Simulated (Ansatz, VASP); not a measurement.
# Two plane-wave programs on Be2AlI

```
Be Al I
1.0
     4.46917    0.00000    0.00000
    -2.23458    3.87041    0.00000
     0.00000    0.00000    6.23124
Be Al I
2 1 1
Direct
  0.33333 0.66667 0.50000
  0.66667 0.33333 0.50000
  0.00000 0.00000 0.00000
  0.00000 0.00000 0.50000
```

Alike in both runs: functional PBE; k mesh 12 × 12 × 8; occupations gaussian, width 0.1 eV; no spin polarisation.

Ansatz relaxed the structure, and its values are those at the end. VASP's run is a single point on that final structure, the one shown.

|  | VASP | Ansatz |
| --- | --- | --- |
| version | VASP 6.6.1 | Ansatz 0.2.0 |
| potentials or method | VASP PAW PBE potentials, release 64 (Be, Al, I), cutoff 520 eV | scalar-relativistic, plane waves, PAW |
| valence electrons in the cell | 14 | 24 |

```csv
,VASP,Ansatz,Ansatz less VASP
gap on the k mesh at the Fermi level (eV),none,none,-
pressure (GPa),0.0,0.0,+0.01
```

A gap of «none» marks a metal or a gap that the smearing closes. With one functional, cell and mesh, what is left measures potentials, basis and numerics. VASP's potentials hold 14 valence electrons a cell and Ansatz's 24, so a difference there can come from the potentials and not from the codes.

Neither program's run includes spin-orbit coupling.
